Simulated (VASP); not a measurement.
Input of a VASP 6.6.1 run:

Contents of INCAR:

```
SYSTEM = RbCl
PREC = Accurate ; ENCUT = 500
EDIFF = 1E-7 ; ISMEAR = -1
SIGMA = 0.02 ; LREAL = .False.
LASPH = .True. ; NELM = 120
ALGO = Normal ; ISIF = 3
LWAVE = .False. ; LCHARG = .False.
IBRION = 2 ; NSW = 80
EDIFFG = -0.01 ; GGA_COMPAT = .False.
NELMIN = 4
```

Contents of KPOINTS:

```
Automatic mesh
0
Gamma
  8 8 8
  0 0 0
```

Contents of POSCAR:

```
RbCl
1.0
    0.0000000000      3.2740000000      3.2740000000
    3.2740000000      0.0000000000      3.2740000000
    3.2740000000      3.2740000000      0.0000000000
Rb Cl
1 1
Direct
    0.0000000000      0.0000000000      0.0000000000
    0.5000000000      0.5000000000      0.5000000000
```

Potentials or basis: VASP PAW LDA potentials, release 64 (Rb_sv, Cl).

Command:

```sh
$ cat potpaw_LDA.64/Rb_sv/POTCAR potpaw_LDA.64/Cl/POTCAR > POTCAR
$ mpirun -np 1 vasp_std > vasp.out
```

(1) What does it give for the relaxed cell?

(2) Predict the space group after relaxing (to 0.1 Å).

(3) Estimate the band gap on the k mesh.

(4) What does it give for the relaxed volume?

Results:

(1) a = 4.516 Å, b = 4.516 Å, c = 4.516 Å, α = 60.00°, β = 60.00°, γ = 60.00°.

(2) Fm-3m (No. 225).

(3) 4.84 eV.

(4) 32.55 Å³/atom.
